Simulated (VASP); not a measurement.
# RuWO4 (P1) in VASP: single point with PBE

Aim: the single point of RuWO4 with PBE.

Everything below comes from runs of VASP 6.6.1. Logs are shortened: lines on timing, memory, paths and dates and some standing lists are left out, and cuts for length are marked.

## Step 1: The cell of the first run

The typed cell holds 24 atoms: a = 6.850 Å, b = 6.831 Å, c = 7.469 Å, α = 117.23°, β = 117.31°, γ = 89.97°.

## Step 2: Single point, PBE

INCAR reads:

```
SYSTEM = RuWO4
PREC     = Accurate       ! precision mode
ENCUT    = 520            ! plane-wave cutoff, eV
EDIFF    = 1E-6           ! SCF threshold, eV
ISMEAR   = 0              ! smearing method
SIGMA    = 0.1            ! smearing width, eV
LREAL    = Auto         
LASPH    = .True.         ! aspherical terms in the spheres
NELM     = 100            ! most SCF steps
ALGO     = Normal         ! electronic algorithm
ISIF     = 2              ! what is computed and relaxed
LWAVE    = .False.        ! write WAVECAR
LCHARG   = .True.         ! write CHGCAR
GGA      = PE             ! functional
LELF     = .True.         ! ELF
LVHAR    = .True.       
ISYM     = 0            
NBANDS   = 122            ! bands
```

KPOINTS reads:

```
Automatic mesh
0
Gamma
  2 2 2
  0.5 0.5 0.5
```

POSCAR reads:

```
RuWO4
1.0
    4.8427051535     -4.8449856963      0.0000587025
   -4.8289996260     -4.8312801688      0.0002213148
   -0.0067470658      4.8383149438     -5.6904691423
O Ru W
16 4 4
Direct
    0.7517276403      0.4546222704      0.5024193189
    0.4952395527      0.2094612403      0.9893973702
    0.2480069604      0.9435520432      0.4950847883
    1.0021227597      0.7221188064      1.0033609059
    0.7521244491      0.0472986656      0.5023694527
    0.4956645147      0.7794880999      0.9894246678
    0.2485563125      0.5510549763      0.4950934993
    0.0029559740      0.2807235787      0.0033493675
    0.9115816000      0.1262679295      0.2521480723
    0.6722128456      0.8806865021      0.7613494533
    0.4027389364      0.6235289745      0.2469365903
    0.1718966413      0.3687393628      0.7374440899
    0.3421808835      0.1254716330      0.2522250543
    0.0906551854      0.8801634722      0.7613173477
    0.8456316108      0.6227796289      0.2467363094
    0.5671263790      0.3682614406      0.7375037510
    0.7489830749      0.7480943492      0.4966865411
    0.5021774069      0.5012778486      0.0030309504
    0.6219947261      0.1210042734      0.2424451788
    0.8803683456      0.3793244379      0.7591826418
    0.2455588066      0.2445129747      0.4895448275
    1.0122370259      0.0111634290      0.0228719562
    0.3918717379      0.8909073389      0.7823013234
    0.1116428465      0.6106859501      0.2218946297
```

Potentials or basis: VASP PAW PBE potentials, release 64 (O, Ru_pv, W_sv).

On the command line:

```sh
$ cat potpaw_PBE.64/O/POTCAR potpaw_PBE.64/Ru_pv/POTCAR potpaw_PBE.64/W_sv/POTCAR > POTCAR
$ mpirun -np 1 vasp_std > vasp.out
```

OUTCAR:

```text
SYSTEM = RuWO4
   PREC = Accurate
   ENCUT = 520
   EDIFF = 1E-6
   ISMEAR = 0
   LREAL = Auto
   LASPH = .True.
   NELM = 100
   ISIF = 2
   GGA = PE
   ISYM = 0

 ion  position               nearest neighbor table
   1  0.752  0.455  0.502-  20 2.02  17 2.02  19 2.03
   2  0.495  0.209  0.989-  23 1.88  18 1.95  19 2.06
   3  0.248  0.944  0.495-  24 2.05  21 2.07  23 2.11
   4  0.002  0.722  0.003-  22 1.91  24 1.95  20 2.05
   5  0.752  0.047  0.502-  20 2.02  17 2.02  19 2.03
   6  0.496  0.779  0.989-  23 1.88  18 1.95  19 2.06
[... 8 lines left out ...]
  15  0.846  0.623  0.247-  24 1.91  18 2.06  17 2.08
  16  0.567  0.368  0.738-  21 1.96  18 2.03  20 2.08
  17  0.749  0.748  0.497-   1 2.02   5 2.02  11 2.08  10 2.08  14 2.08  15 2.08  18 2.81  22 2.99

  18  0.502  0.501  0.003-   2 1.95   6 1.95  12 2.03  16 2.03  11 2.06  15 2.06  17 2.81  21 2.92

  19  0.622  0.121  0.242-  13 1.95   9 1.95   1 2.03   5 2.03   6 2.06   2 2.06  23 2.62  20 2.94

  20  0.880  0.379  0.759-   5 2.02   1 2.02   8 2.05   4 2.05  12 2.08  16 2.08  24 2.63  19 2.94

  21  0.246  0.245  0.490-  12 1.96  16 1.96  13 2.00   9 2.00   3 2.07   7 2.08  22 2.66  18 2.92

  22  0.012  0.011  0.023-   4 1.91   8 1.91   9 1.97  13 1.97  14 2.07  10 2.07  21 2.66  17 2.99

  23  0.392  0.891  0.782-   2 1.88   6 1.88  14 2.00  10 2.00   7 2.11   3 2.11  19 2.62  24 3.19

  24  0.112  0.611  0.222-  15 1.91  11 1.91   8 1.95   4 1.95   7 2.05   3 2.05  20 2.63  23 3.19

IMPORTANT INFORMATION: All symmetrisations will be switched off!
NOSYMM: (Re-)initialisation of all symmetry stuff for point group C_1.

----------------------------------------------------------------------------------------

                                     Primitive cell

  volume of cell :     266.2670

  direct lattice vectors                    reciprocal lattice vectors
     4.842705153 -4.844985696  0.000058703     0.103246666 -0.103201955 -0.087869763
    -4.828999626 -4.831280169  0.000221315    -0.103542526 -0.103494853 -0.087873613
    -0.006747066  4.838314944 -5.690469142    -0.000002962 -0.000005090 -0.175736759

  length of vectors
     6.850232084  6.830849545  7.469322331     0.170386657  0.170745457  0.175736759

  position of ions in fractional coordinates (direct lattice)
     0.751727640  0.454622270  0.502419319
     0.495239553  0.209461240  0.989397370
     0.248006960  0.943552043  0.495084788
     0.002122760  0.722118806  0.003360906
     0.752124449  0.047298666  0.502369453
     0.495664515  0.779488100  0.989424668
[... 16 lines left out ...]
     0.391871738  0.890907339  0.782301323
     0.111642846  0.610685950  0.221894630

  ion indices of the primitive-cell ions
   primitive index   ion index
                 1           1
                 2           2
                 3           3
                 4           4
                 5           5
                 6           6
[... 16 lines left out ...]
                23          23
                24          24

----------------------------------------------------------------------------------------

 KPOINTS: Automatic mesh

Automatic generation of k-mesh.
 Grid dimensions read from file:
 generate k-points for:    2    2    2

 Generating k-lattice:

  Cartesian coordinates                     Fractional coordinates (reciprocal lattice)
     0.051623333 -0.051600978 -0.043934881     0.500000000 -0.000000000  0.000000000
    -0.051771263 -0.051747426 -0.043936807     0.000000000  0.500000000  0.000000000
    -0.000001481 -0.000002545 -0.087868380     0.000000000  0.000000000  0.500000000

  Length of vectors
     0.085193328  0.085372728  0.087868380

  Shift w.r.t. Gamma in fractional coordinates (k-lattice)
     0.500000000  0.500000000  0.500000000

 Subroutine IBZKPT returns following result:
 ===========================================

 Found      4 irreducible k-points:

 Following reciprocal coordinates:
            Coordinates               Weight
  0.250000  0.250000  0.250000      2.000000
 -0.250000  0.250000  0.250000      2.000000
  0.250000 -0.250000  0.250000      2.000000
 -0.250000 -0.250000  0.250000      2.000000
   k-points           NKPTS =      4   k-points in BZ     NKDIM =      4   number of bands    NBANDS=    122
   number of dos      NEDOS =    301   number of ions     NIONS =     24
   total plane-waves  NPLWV = 163296
   dimension x,y,z NGX =    54 NGY =   54 NGZ =   56
   dimension x,y,z NGXF=   108 NGYF=  108 NGZF=  112
   ions per type =              16   4   4
   NGX,Y,Z   is equivalent  to a cutoff of  13.11, 13.14, 12.46 a.u.
   NGXF,Y,Z  is equivalent  to a cutoff of  26.21, 26.28, 24.93 a.u.
 SYSTEM =  RuWO4
   PREC   = accura    normal or accurate (medium, high low for compatibility)
   ISTART =      0    job   : 0-new  1-cont  2-samecut
   ICHARG =      2    charge: 1-file 2-atom 10-const
   ISPIN  =      1    spin polarized calculation?
   LNONCOLLINEAR =      F non collinear calculations
   LSORBIT =      F    spin-orbit coupling
   LASPH  =      T    aspherical Exc in radial PAW
   ENCUT  =  520.0 eV  38.22 Ry    6.18 a.u.  12.74 12.70 13.89*2*pi/ulx,y,z
   NELM   =    100;   NELMIN=  2; NELMDL= -5     # of ELM steps
   EDIFF  = 0.1E-05   stopping-criterion for ELM
   LREAL  =      T    real-space projection
   EDIFFG = 0.1E-04   stopping-criterion for IOM
   NSW    =      0    number of steps for IOM
   IBRION =     -1    ionic relax: 0-MD 1-quasi-New 2-CG
   NFREE  =      0    steps in history (QN), initial steepest desc. (CG)
   ISIF   =      2    stress and relaxation
   ISYM   =      0    0-nonsym 1-usesym 2-fastsym
   POTIM  = 0.5000    time-step for ionic-motion
   TEBEG  =    0.0;   TEEND  =   0.0 temperature during run
   PSTRESS=    0.0 pullay stress
   NELECT =     208.0000    total number of electrons
   NUPDOWN=      -1.0000    fix difference up-down
   EMIN   =  10.00;   EMAX   =-10.00  energy-range for DOS
   EFERMI =   0.00;   METHOD = LEGACY
   ISMEAR =     0;   SIGMA  =   0.10  broadening in eV -4-tet -1-fermi 0-gaus
   EFERMI_NEDOS =   21; number of points for ismear=-14 and -15
   IALGO  =     38    algorithm
   IMIX   =      4    mixing-type and parameters
     AMIX     =   0.40;   BMIX     =  1.00
     AMIX_MAG =   1.60;   BMIX_MAG =  1.00
  volume/ion in A,a.u.               =      11.09        74.87
  Fermi-wavevector in a.u.,A,eV,Ry     =   1.507730  2.849196 30.929429  2.273249
  Thomas-Fermi vector in A             =   2.618277
   LORBIT       =      0    0 simple, 1 ext, 2 COOP (PROOUT), +10 PAW based schemes
   GGA     = PE    functional components
   LHFCALC =     F    Hartree Fock is set to
   AEXX    =    0.0000 exact exchange contribution
   IVDW    =     0    specifies the selected vdW correction
   LEPSILON=     F    determine dielectric tensor
   LRPA    =     F    only Hartree local field effects (RPA)
 non-spin polarized calculation
 Gauss-broadening in eV      SIGMA  =   0.10
  energy-cutoff  :      520.00
  volume of cell :      266.27
 maximum number of plane-waves:      7188
 NGX is ok and might be reduce to    50
   NGX = 25   NGY = 25   NGZ = 27

 number of electron     207.9999994 magnetization

 Free energy of the ion-electron system (eV)
  ---------------------------------------------------
  ext. energy  EPLUGINS =         0.00000000
  ---------------------------------------------------
  free energy    TOTEN  =      -204.76774909 eV

  energy without entropy =     -204.71585232  energy(sigma->0) =     -204.74180070

 E-fermi :   7.1441     XC(G=0): -11.7692

 val. band max:        7.0923104703   @ k =  -0.2500   0.2500   0.2500
 cond. band min:       7.2228108013   @ k =   0.2500   0.2500   0.2500
 fundamental gap:      0.1305003310
 Fermi energy:         7.1441328158

 k-point     1 :       0.2500    0.2500    0.2500
  band No.  band energies     occupation
      1     -69.1282      2.00000
      2     -69.1014      2.00000
      3     -68.6764      2.00000
      4     -68.5913      2.00000
      5     -36.8392      2.00000
      6     -36.7172      2.00000
[... 108 lines left out ...]
    115       9.0535      0.00000
    116       9.2060      0.00000

 k-point     2 :      -0.2500    0.2500    0.2500
  band No.  band energies     occupation
      1     -69.1282      2.00000
      2     -69.1014      2.00000
      3     -68.6764      2.00000
      4     -68.5913      2.00000
      5     -36.8390      2.00000
      6     -36.7172      2.00000
[... 108 lines left out ...]
    115       8.9347      0.00000
    116       9.1737      0.00000

 k-point     3 :       0.2500   -0.2500    0.2500
  band No.  band energies     occupation
      1     -69.1282      2.00000
      2     -69.1014      2.00000
      3     -68.6764      2.00000
      4     -68.5913      2.00000
      5     -36.8390      2.00000
      6     -36.7172      2.00000
[... 108 lines left out ...]
    115       8.9340      0.00000
    116       9.1732      0.00000

 k-point     4 :      -0.2500   -0.2500    0.2500
  band No.  band energies     occupation
      1     -69.1282      2.00000
      2     -69.1014      2.00000
      3     -68.6764      2.00000
      4     -68.5913      2.00000
      5     -36.8393      2.00000
      6     -36.7172      2.00000
[... 108 lines left out ...]
    115       8.9708      0.00000
    116       9.2159      0.00000
 [bands above 116 left out]

------------------------ aborting loop because EDIFF is reached ----------------------------------------

  FORCE on cell =-STRESS in cart. coord.  units (eV):
  Direction    XX          YY          ZZ          XY          YZ          ZX
  --------------------------------------------------------------------------------------
  -------------------------------------------------------------------------------------
  Total        2.1086114      2.1083099      2.4476979     -0.0737724      0.0064264      0.0122035
  in kB       12.6879011     12.6860869     14.7282468     -0.4439019      0.0386688      0.0734306
  external PRESSURE =      13.3674116 kB  Pullay stress =       0.0000000 kB

 VOLUME and BASIS-vectors are now :
 -----------------------------------------------------------------------------
  energy-cutoff  :      520.00
  volume of cell :      266.27
      direct lattice vectors                 reciprocal lattice vectors
     4.842705153 -4.844985696  0.000058703     0.103246666 -0.103201955 -0.087869763
    -4.828999626 -4.831280169  0.000221315    -0.103542526 -0.103494853 -0.087873613
    -0.006747066  4.838314944 -5.690469142    -0.000002962 -0.000005090 -0.175736759

 POSITION                                       TOTAL-FORCE (eV/Angst)
 -----------------------------------------------------------------------------------
      1.44163     -3.40765     -2.85886        -0.016527     -0.017871      0.005632
      1.38014      1.37562     -5.63006        -0.127004     -0.122559     -0.123983
     -3.35873     -3.36478     -2.81704        -0.001288     -0.003752     -0.018203
     -3.47685     -3.48278     -0.01897         0.021180      0.024296      0.077129
      3.41052     -1.44192     -2.85866         0.017302      0.017801      0.004559
     -1.37047     -1.38026     -5.63009         0.119760      0.127886     -0.119133
[... 16 lines left out ...]
     -2.40975     -2.41782     -4.45144         0.003316      0.000305      0.236270
     -2.40985     -2.41771     -1.26254        -0.002026      0.002157     -0.078905
 -----------------------------------------------------------------------------------
    total drift:                                0.000680      0.000873     -0.005046

  FREE ENERGIE OF THE ION-ELECTRON SYSTEM (eV)
  ---------------------------------------------------
  free  energy   TOTEN  =      -204.7677490920 eV

  energy  without entropy=     -204.7158523163  energy(sigma->0) =     -204.74180070
```

It took 8.6 min on 1 thread of Intel Xeon Platinum 8488C (Sapphire Rapids), shared host; peak memory 0.43 GiB.

What came out:

* Free energy: -204.7677 eV
* Pressure: 1.3 GPa
* Largest force: 0.236 eV/Å
* Band gap on the k mesh: 0.13 eV (least direct gap 0.14 eV)

Forces in eV/Å, atoms in the order of the input:
```
O   -0.017 -0.018  0.006
O   -0.127 -0.123 -0.124
O   -0.001 -0.004 -0.018
O    0.021  0.024  0.077
O    0.017  0.018  0.005
O    0.120  0.128 -0.119
O    0.007  0.002 -0.016
O   -0.022 -0.019  0.077
O   -0.124  0.121 -0.024
O    0.037 -0.033  0.048
O    0.089 -0.093 -0.006
O   -0.084  0.083 -0.084
O    0.127 -0.121 -0.019
O   -0.033  0.033  0.049
O   -0.089  0.089 -0.009
O    0.077 -0.077 -0.081
Ru   0.002 -0.005  0.009
Ru   0.004 -0.003 -0.034
Ru   0.000 -0.001 -0.041
Ru  -0.001 -0.003  0.011
W    0.000 -0.003  0.015
W   -0.003  0.000  0.121
W    0.003  0.000  0.236
W   -0.002  0.002 -0.079
```

Stress tensor (GPa, compression positive):
```
 1.27 -0.04  0.01
-0.04  1.27  0.00
 0.01  0.00  1.47
```

Levels at points of the mesh, in eV from the valence-band top:
```
           k point  band 102  band 103  band 104  band 105  band 106  band 107
(0.25, 0.25, 0.25)     -0.36     -0.21     -0.16      0.13      0.41      0.60
```

Caveat: spin-orbit coupling is left out, which moves the levels of the heavy elements; a shifted mesh leaves out Γ, where band edges can lie.
